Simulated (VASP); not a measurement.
Rb2Nb, 3 atoms in the cell. The structure is hexagonal, space group P6/mmm (No. 191). Conventional cell: a = 6.699 Å, b = 6.699 Å, c = 3.051 Å, α = 90.00°, β = 90.00°, γ = 120.00°. Rb (site symmetry -6m2) has 5 Rb at 3.05 to 3.87 Å and 6 Nb at 4.16 Å within 4.2 Å. Within 4.2 Å of Nb (site symmetry 6/mmm) lie 2 Nb at 3.05 Å and 12 Rb at 4.16 Å. 

* Program: VASP 6.6.1
* Task: relaxation of cell and atoms
* Functional: PBE
* Potentials or basis: VASP PAW PBE potentials, release 64 (Rb_sv, Nb_sv)
* Cutoff: 600 eV
* k mesh: 3 × 3 × 6
* Occupations: gaussian, width 0.1 eV
* Spin: no spin polarisation
* Dipole correction: no
* Further INCAR settings: ALGO = Normal; EDIFF = 1e-06; IBRION = 2; EDIFFG = -0.04; NSW = 90; ISIF = 3

Potentials or basis: VASP PAW PBE potentials, release 64 (Rb_sv, Nb_sv).

The run is started by

```sh
$ cat potpaw_PBE.64/Rb_sv/POTCAR potpaw_PBE.64/Nb_sv/POTCAR > POTCAR
$ mpirun -np 1 vasp_std > vasp.out
```

Hardware: 1 thread of Intel(R) Xeon(R) 6975P-C (Granite Rapids) (shared host).

Q: How long does it take, and how much memory?

A: It took 85 s on 1 thread of Intel(R) Xeon(R) 6975P-C (Granite Rapids), with other jobs on the host, peak memory 0.26 GiB. Counts: scf iterations 45, k points 12, ion steps 5.
